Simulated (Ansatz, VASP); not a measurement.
## InAs: VASP beside Ansatz

The input POSCAR:

```
InAs
1.0
    0.0000000000      3.0931634716      3.0931634716
    3.0931634716      0.0000000000      3.0931634716
    3.0931634716      3.0931634716      0.0000000000
In As
1 1
Direct
    0.0000000000      0.0000000000      0.0000000000
    0.2500000000      0.2500000000      0.2500000000
```

The input INCAR.step1:

```
PREC = Accurate ; ENCUT = 520
ISMEAR = 0 ; SIGMA = 0.1
LREAL = F ; LASPH = T
NELM = 100 ; NBANDS = 16
GGA = PE ; ALGO = Normal
EDIFF = 1E-4 ; LWAVE = T
LCHARG = F
```

INCAR.step2

```
PREC = Accurate ; ENCUT = 520
EDIFF = 1E-6 ; ISMEAR = 0
SIGMA = 0.1 ; LREAL = F
LASPH = T ; NELM = 100
ALGO = Normal ; ISIF = 2
LWAVE = F ; LCHARG = F
METAGGA = R2SCAN ; LMIXTAU = T
NBANDS = 16 ; ISTART = 1
```

The input KPOINTS:

```
Automatic mesh
0
Gamma
  12 12 12
```

Input for Ansatz:

```yaml
crystal:
  lattice:
    - [0.0, 3.0931634693, 3.0931634693]
    - [3.0931634693, 0.0, 3.0931634693]
    - [3.0931634693, 3.0931634693, 0.0]
  atoms:
    - { symbol: In, position: [0.0, 0.0, 0.0] }
    - { symbol: As, position: [0.25, 0.25, 0.25] }
basis:
  ecutwfc: 500
kpoints:
  mp_grid: { grid: [12, 12, 12] }
  band_path:
    path:
      - [[0.0, 0.0, 0.0], [-0.5, -0.5, 0.0], [-0.375, -0.375, 0.25]]
      - [[-0.375, 0.0, 0.375], [0.0, 0.0, 0.0], [0.0, 0.0, 0.5], [-0.5, -0.25, 0.25], [-0.5, -0.5, 0.0]]
    npoints: 14
hamiltonian:
  xc: r2scan
scf:
  occupations: { method: gaussian, width: 0.1 }
  n_extra_bands: 6
output:
  forces: true
  stress: true
  eigenvalues: true
  populations: true
  dos: { projected: true, de: 0.02, nscf_kmesh: { grid: [18, 18, 18] } }
  bader: true
  write_density: true
  write_potential: true
  elf: true
  volumetric_format: npy
```

Alike in both runs: task single point; functional r2SCAN; k mesh 12 × 12 × 12; occupations gaussian, width 0.1 eV; no spin polarisation.

```csv
,VASP,Ansatz
version,VASP 6.6.1,Ansatz 0.2.0
potentials or method,"VASP PAW PBE potentials, release 64 (In_d, As), cutoff 520 eV","scalar-relativistic, plane waves, PAW"
valence electrons in the cell,18,28
```

|  | VASP | Ansatz | Ansatz less VASP |
| --- | --- | --- | --- |
| gap on the k mesh at the Fermi level (eV) | none | none | - |
| pressure (GPa) | -2.0 | -2.0 | +0.01 |

VASP's potentials were made for PBE, not for r2SCAN. A gap of «none» marks a metal or a gap that the smearing closes. VASP's potentials hold 18 valence electrons a cell and Ansatz's 28, so a difference there can come from the potentials and not from the codes.
